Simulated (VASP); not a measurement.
# KI (I4/mmm) in VASP: a series of runs

Runs on KI. Level: PBE. Tasks: single point.

Program: VASP 6.6.1. These are calculated values, not measurements. Logs are shortened: lines on timing, memory, paths and dates and some standing lists are left out, and cuts for length are marked.

## 1. The cell of the first run

The structure is tetragonal, space group I4/mmm (No. 139). The conventional cell has a = 4.984 Å, b = 4.984 Å, c = 6.767 Å, α = 90.00°, β = 90.00°, γ = 90.00°. Within 4.4 Å of K (site symmetry 4/mmm) lie 6 I at 3.38 to 3.52 Å. I (site symmetry 4/mmm) has 6 K at 3.38 to 3.52 Å within 4.4 Å.

## 2. Single point, PBE (strain -0.0400 x Voigt [0, 0, 1, 0, 0, 0])

Contents of INCAR:

```
SYSTEM = KI
ALGO = Normal ; EDIFF = 1E-6
ENCUT = 520 ; GGA = PE
ISIF = 2 ; ISMEAR = 0
LASPH = .True. ; LCHARG = .True.
LELF = .True. ; LREAL = .False.
LVHAR = .True. ; LWAVE = .False.
NBANDS = 15 ; NELM = 100
PREC = Accurate ; SIGMA = 0.05
```

Contents of KPOINTS:

```
k-points
0
Gamma
  6 6 6
  0 0 0
```

Contents of POSCAR:

```
KI
1.0
    0.0000000000      3.5245500000      3.3835680000
    3.5245500000      0.0000000000      3.3835680000
    3.5245500000      3.5245500000      0.0000000000
K I
1 1
Direct
    0.0000000000      0.0000000000      0.0000000000
    0.5000000000      0.5000000000      0.5000000000
```

Potentials or basis: VASP PAW PBE potentials, release 64 (K_sv, I).

Started as:

```sh
> cat potpaw_PBE.64/K_sv/POTCAR potpaw_PBE.64/I/POTCAR > POTCAR
> mpirun -np 1 vasp_std > vasp.out
```

OUTCAR:

```text
SYSTEM = KI
   EDIFF = 1E-6
   ENCUT = 520
   GGA = PE
   ISIF = 2
   ISMEAR = 0
   LASPH = .True.
   LREAL = .False.
   NELM = 100
   PREC = Accurate

 ion  position               nearest neighbor table
   1  0.000  0.000  0.000-   2 3.38   2 3.38   2 3.52   2 3.52   2 3.52   2 3.52
   2  0.500  0.500  0.500-   1 3.38   1 3.38   1 3.52   1 3.52   1 3.52   1 3.52

  LATTYP: Found a body centered tetragonal cell.
 ALAT       =     4.9844664113
 C/A-ratio  =     1.3576450199

  Lattice vectors:

 A1 = (   0.0000000000,  -3.5245500000,  -3.3835680000)
 A2 = (   0.0000000000,   3.5245500000,  -3.3835680000)
 A3 = (   3.5245500000,   0.0000000000,   3.3835680000)

Analysis of symmetry for initial positions (statically):
=====================================================================
 Subroutine PRICEL returns:
 Original cell was already a primitive cell.

 Routine SETGRP: Setting up the symmetry group for a
 body centered tetragonal supercell.

 Subroutine GETGRP returns: Found 16 space group operations
 (whereof 16 operations were pure point group operations)
 out of a pool of 16 trial point group operations.

The static configuration has the point symmetry D_4h.

Analysis of symmetry for dynamics (positions and initial velocities):
=====================================================================
 Subroutine PRICEL returns:
 Original cell was already a primitive cell.

 Routine SETGRP: Setting up the symmetry group for a
 body centered tetragonal supercell.

 Subroutine GETGRP returns: Found 16 space group operations
 (whereof 16 operations were pure point group operations)
 out of a pool of 16 trial point group operations.

The dynamic configuration has the point symmetry D_4h.

 Subroutine INISYM returns: Found 16 space group operations
 (whereof 16 operations are pure point group operations),
 and found     1 'primitive' translations

----------------------------------------------------------------------------------------

                                     Primitive cell

  volume of cell :      84.0644

  direct lattice vectors                    reciprocal lattice vectors
     0.000000000  3.524550000  3.383568000    -0.141862082  0.141862082  0.147773002
     3.524550000  0.000000000  3.383568000     0.141862082 -0.141862082  0.147773002
     3.524550000  3.524550000  0.000000000     0.141862082  0.141862082 -0.147773002

  length of vectors
     4.885794215  4.885794215  4.984466411     0.249171749  0.249171749  0.249171749

  position of ions in fractional coordinates (direct lattice)
     0.000000000  0.000000000  0.000000000
     0.500000000  0.500000000  0.500000000

  ion indices of the primitive-cell ions
   primitive index   ion index
                 1           1
                 2           2

----------------------------------------------------------------------------------------

 KPOINTS: k-points

Automatic generation of k-mesh.
 Grid dimensions read from file:
 generate k-points for:    6    6    6

 Generating k-lattice:

  Cartesian coordinates                     Fractional coordinates (reciprocal lattice)
    -0.023643680  0.023643680  0.024628834     0.166666667  0.000000000  0.000000000
     0.023643680 -0.023643680  0.024628834     0.000000000  0.166666667  0.000000000
     0.023643680  0.023643680 -0.024628834    -0.000000000 -0.000000000  0.166666667

  Length of vectors
     0.041528625  0.041528625  0.041528625

  Shift w.r.t. Gamma in fractional coordinates (k-lattice)
     0.000000000  0.000000000  0.000000000

 Subroutine IBZKPT returns following result:
 ===========================================

 Found     30 irreducible k-points:

 Following reciprocal coordinates:
            Coordinates               Weight
  0.000000  0.000000  0.000000      1.000000
  0.166667  0.000000  0.000000      8.000000
  0.333333  0.000000  0.000000      8.000000
  0.500000 -0.000000  0.000000      4.000000
  0.166667  0.166667  0.000000      2.000000
  0.333333  0.166667  0.000000      8.000000
[... 16 lines left out ...]
  0.333333  0.000000  0.333333      4.000000
  0.500000  0.000000  0.333333     16.000000
 [... further k-points ...]
   k-points           NKPTS =     30   k-points in BZ     NKDIM =     30   number of bands    NBANDS=     15
   number of dos      NEDOS =    301   number of ions     NIONS =      2
   total plane-waves  NPLWV =  51840
   dimension x,y,z NGX =    36 NGY =   36 NGZ =   40
   dimension x,y,z NGXF=    72 NGYF=   72 NGZF=   80
   ions per type =               1   1
   NGX,Y,Z   is equivalent  to a cutoff of  12.25, 12.25, 13.34 a.u.
   NGXF,Y,Z  is equivalent  to a cutoff of  24.50, 24.50, 26.68 a.u.
 SYSTEM =  KI
   PREC   = accura    normal or accurate (medium, high low for compatibility)
   ISTART =      0    job   : 0-new  1-cont  2-samecut
   ICHARG =      2    charge: 1-file 2-atom 10-const
   ISPIN  =      1    spin polarized calculation?
   LNONCOLLINEAR =      F non collinear calculations
   LSORBIT =      F    spin-orbit coupling
   LASPH  =      T    aspherical Exc in radial PAW
   ENCUT  =  520.0 eV  38.22 Ry    6.18 a.u.   9.08  9.08  9.27*2*pi/ulx,y,z
   NELM   =    100;   NELMIN=  2; NELMDL= -5     # of ELM steps
   EDIFF  = 0.1E-05   stopping-criterion for ELM
   LREAL  =      F    real-space projection
   EDIFFG = 0.1E-04   stopping-criterion for IOM
   NSW    =      0    number of steps for IOM
   IBRION =     -1    ionic relax: 0-MD 1-quasi-New 2-CG
   NFREE  =      0    steps in history (QN), initial steepest desc. (CG)
   ISIF   =      2    stress and relaxation
   ISYM   =      2    0-nonsym 1-usesym 2-fastsym
   POTIM  = 0.5000    time-step for ionic-motion
   TEBEG  =    0.0;   TEEND  =   0.0 temperature during run
   PSTRESS=    0.0 pullay stress
   NELECT =      16.0000    total number of electrons
   NUPDOWN=      -1.0000    fix difference up-down
   EMIN   =  10.00;   EMAX   =-10.00  energy-range for DOS
   EFERMI =   0.00;   METHOD = LEGACY
   ISMEAR =     0;   SIGMA  =   0.05  broadening in eV -4-tet -1-fermi 0-gaus
   EFERMI_NEDOS =   21; number of points for ismear=-14 and -15
   IALGO  =     38    algorithm
   IMIX   =      4    mixing-type and parameters
     AMIX     =   0.40;   BMIX     =  1.00
     AMIX_MAG =   1.60;   BMIX_MAG =  1.00
  volume/ion in A,a.u.               =      42.03       283.65
  Fermi-wavevector in a.u.,A,eV,Ry     =   0.941696  1.779547 12.065530  0.886791
  Thomas-Fermi vector in A             =   2.069232
   LORBIT       =      0    0 simple, 1 ext, 2 COOP (PROOUT), +10 PAW based schemes
   GGA     = PE    functional components
   LHFCALC =     F    Hartree Fock is set to
   AEXX    =    0.0000 exact exchange contribution
   IVDW    =     0    specifies the selected vdW correction
   LEPSILON=     F    determine dielectric tensor
   LRPA    =     F    only Hartree local field effects (RPA)
 non-spin polarized calculation
 Gauss-broadening in eV      SIGMA  =   0.05
  energy-cutoff  :      520.00
  volume of cell :       84.06
 maximum number of plane-waves:      2304
   NGX = 19   NGY = 19   NGZ = 19

 number of electron      15.9999998 magnetization

 Free energy of the ion-electron system (eV)
  ---------------------------------------------------
  ext. energy  EPLUGINS =         0.00000000
  ---------------------------------------------------
  free energy    TOTEN  =        -5.52101841 eV

  energy without entropy =       -5.52101841  energy(sigma->0) =       -5.52101841

 E-fermi :   0.1680     XC(G=0):  -7.3648

 val. band max:       -0.1457266077   @ k =   0.0000   0.0000   0.0000
 cond. band min:       3.9136438375   @ k =   0.0000   0.0000   0.0000
 fundamental gap:      4.0593704452
 Fermi energy:         0.1680375676

 k-point     1 :       0.0000    0.0000    0.0000
  band No.  band energies     occupation
      1     -28.5780      2.00000
      2     -12.0775      2.00000
      3     -12.0712      2.00000
      4     -12.0712      2.00000
      5     -10.7389      2.00000
      6      -0.1648      2.00000
      7      -0.1648      2.00000
      8      -0.1457      2.00000
      9       3.9136      0.00000
     10       6.2329      0.00000
     11       6.2329      0.00000
     12       6.4875      0.00000
     13       6.9772      0.00000
     14       7.1616      0.00000
     15       9.6867      0.00000

 k-point     2 :       0.1667    0.0000    0.0000
  band No.  band energies     occupation
      1     -28.5773      2.00000
      2     -12.1315      2.00000
      3     -12.0745      2.00000
      4     -12.0726      2.00000
      5     -10.6438      2.00000
      6      -0.6145      2.00000
      7      -0.2691      2.00000
      8      -0.2548      2.00000
      9       4.5584      0.00000
     10       6.2434      0.00000
     11       6.5452      0.00000
     12       6.7094      0.00000
     13       7.3180      0.00000
     14       7.5184      0.00000
     15      10.6004      0.00000

 k-point     3 :       0.3333    0.0000    0.0000
  band No.  band energies     occupation
      1     -28.5760      2.00000
      2     -12.2291      2.00000
      3     -12.0754      2.00000
      4     -12.0745      2.00000
      5     -10.4677      2.00000
      6      -1.3073      2.00000
      7      -0.4601      2.00000
      8      -0.4435      2.00000
      9       5.2597      0.00000
     10       6.9813      0.00000
     11       7.2818      0.00000
     12       7.4499      0.00000
     13       8.2304      0.00000
     14       8.4232      0.00000
     15       9.6873      0.00000
[... 343 lines left out ...]
 k-point    23 :       0.3333    0.0000    0.3333
  band No.  band energies     occupation
      1     -28.5755      2.00000
      2     -12.1426      2.00000
      3     -12.0958      2.00000
      4     -12.0846      2.00000
      5     -10.5687      2.00000
      6      -1.1782      2.00000
      7      -0.4624      2.00000
      8      -0.4374      2.00000
      9       4.9737      0.00000
     10       5.6812      0.00000
     11       7.7017      0.00000
     12       8.0070      0.00000
     13       8.6018      0.00000
     14       8.7537      0.00000
     15       9.8536      0.00000

 k-point    24 :       0.5000    0.0000    0.3333
  band No.  band energies     occupation
      1     -28.5748      2.00000
      2     -12.1529      2.00000
      3     -12.1064      2.00000
      4     -12.0885      2.00000
      5     -10.5269      2.00000
      6      -1.2092      2.00000
      7      -0.7175      2.00000
      8      -0.5277      2.00000
      9       5.1375      0.00000
     10       6.2187      0.00000
     11       7.6927      0.00000
     12       8.1019      0.00000
     13       8.8553      0.00000
     14       9.2795      0.00000
     15       9.7344      0.00000

 [... further k-points ...]

------------------------ aborting loop because EDIFF is reached ----------------------------------------

  FORCE on cell =-STRESS in cart. coord.  units (eV):
  Direction    XX          YY          ZZ          XY          YZ          ZX
  --------------------------------------------------------------------------------------
  -------------------------------------------------------------------------------------
  Total        0.4802306      0.4802306      1.2713444      0.0000000      0.0000000     -0.0000000
  in kB        9.1526783      9.1526783     24.2304540      0.0000000      0.0000000     -0.0000000
  external PRESSURE =      14.1786035 kB  Pullay stress =       0.0000000 kB

 VOLUME and BASIS-vectors are now :
 -----------------------------------------------------------------------------
  energy-cutoff  :      520.00
  volume of cell :       84.06
      direct lattice vectors                 reciprocal lattice vectors
     0.000000000  3.524550000  3.383568000    -0.141862082  0.141862082  0.147773002
     3.524550000  0.000000000  3.383568000     0.141862082 -0.141862082  0.147773002
     3.524550000  3.524550000  0.000000000     0.141862082  0.141862082 -0.147773002

 POSITION                                       TOTAL-FORCE (eV/Angst)
 -----------------------------------------------------------------------------------
      0.00000      0.00000      0.00000         0.000000      0.000000      0.000000
      3.52455      3.52455      3.38357        -0.000000     -0.000000     -0.000000
 -----------------------------------------------------------------------------------
    total drift:                                0.000000      0.000000      0.000000

  FREE ENERGIE OF THE ION-ELECTRON SYSTEM (eV)
  ---------------------------------------------------
  free  energy   TOTEN  =        -5.5210184142 eV

  energy  without entropy=       -5.5210184142  energy(sigma->0) =       -5.52101841
```

It took 46 s on 1 thread of Intel Xeon Platinum 8488C (Sapphire Rapids), shared host; peak memory 0.23 GiB.

Results:

| Item | Value |
| --- | --- |
| Free energy | -5.5210 eV |
| Pressure | 1.4 GPa |
| Band gap on the k mesh | 4.06 eV, direct |

Levels at points of the mesh, in eV from the valence-band top:
```
           k point  band 5  band 6  band 7  band 8  band 9  band 10  band 11  band 12
(0.00, 0.00, 0.00)  -10.59   -0.02   -0.02    0.00    4.06     6.38     6.38     6.63
(0.50, 0.00, 0.00)  -10.24   -1.45   -0.40   -0.39    5.55     7.82     8.07     8.41
(0.50, 0.50, 0.00)  -10.42   -1.04   -0.46   -0.46    4.81     5.88     8.20     8.88
(0.50, 0.00, 0.50)  -10.43   -1.10   -0.40   -0.36    4.85     5.87     8.09     8.87
```

Caveat: the cell differs from its parent crystal (strain -0.0400 x Voigt [0, 0, 1, 0, 0, 0]); spin-orbit coupling is left out, which moves the levels of the heavy elements.

## 3. Single point, PBE (strain -0.0300 x Voigt [0, 0, 1, 0, 0, 0])

Contents of INCAR:

```
PREC     = Accurate       # precision mode
ENCUT    = 520            # plane-wave cutoff, eV
EDIFF    = 1E-6           # SCF threshold, eV
ISMEAR   = 0              # smearing method
SIGMA    = 0.05           # smearing width, eV
LREAL    = False          # projectors in reciprocal space
LASPH    = True           # aspherical terms in the spheres
NELM     = 60             # most SCF steps
ALGO     = Normal         # electronic algorithm
ISIF     = 2              # what is computed and relaxed
LWAVE    = False          # write WAVECAR
LCHARG   = True           # write CHGCAR
GGA      = PE             # functional
LELF     = True           # ELF
LVHAR    = True         
NBANDS   = 15             # bands
```

Contents of KPOINTS:

```
Automatic mesh
0
Gamma
  6 6 6
```

Contents of POSCAR:

```
KI
1.0
    0.0000000000      3.5245500000      3.4188135000
    3.5245500000      0.0000000000      3.4188135000
    3.5245500000      3.5245500000      0.0000000000
K I
1 1
Direct
    0.0000000000      0.0000000000      0.0000000000
    0.5000000000      0.5000000000      0.5000000000
```

Potentials or basis: VASP PAW PBE potentials, release 64 (K_sv, I).

Started as:

```sh
> cat potpaw_PBE.64/K_sv/POTCAR potpaw_PBE.64/I/POTCAR > POTCAR
> mpirun -np 1 vasp_std > vasp.out
```

Wall time 60 s (1 thread of Intel Xeon Platinum 8488C (Sapphire Rapids), shared host); peak memory 0.24 GiB.

It converged, with:

```
Free energy            : -5.5328 eV
Pressure               : 1.2 GPa
Band gap on the k mesh : 4.04 eV, direct
```

Stress tensor (GPa, compression positive):
```
0.86 0.00 0.00
0.00 0.86 0.00
0.00 0.00 1.91
```

Levels at points of the mesh, in eV from the valence-band top:
| k point | band 4 | band 5 | band 6 | band 7 | band 8 | band 9 | band 10 | band 11 | band 12 | band 13 |
| --- | --- | --- | --- | --- | --- | --- | --- | --- | --- | --- |
| (0.00, 0.00, 0.00) | -11.94 | -10.57 | -0.01 | -0.01 | 0.00 | 4.04 | 6.41 | 6.41 | 6.60 | 7.15 |
| (0.50, 0.00, 0.00) | -11.94 | -10.24 | -1.42 | -0.38 | -0.37 | 5.55 | 7.80 | 8.09 | 8.34 | 8.75 |
| (0.50, 0.50, 0.00) | -11.96 | -10.40 | -1.04 | -0.43 | -0.43 | 4.84 | 5.85 | 8.18 | 8.84 | 9.06 |
| (0.50, 0.00, 0.50) | -11.96 | -10.41 | -1.08 | -0.39 | -0.36 | 4.87 | 5.85 | 8.10 | 8.83 | 8.94 |

Caveat: the cell differs from its parent crystal (strain -0.0300 x Voigt [0, 0, 1, 0, 0, 0]); spin-orbit coupling is left out, which moves the levels of the heavy elements.
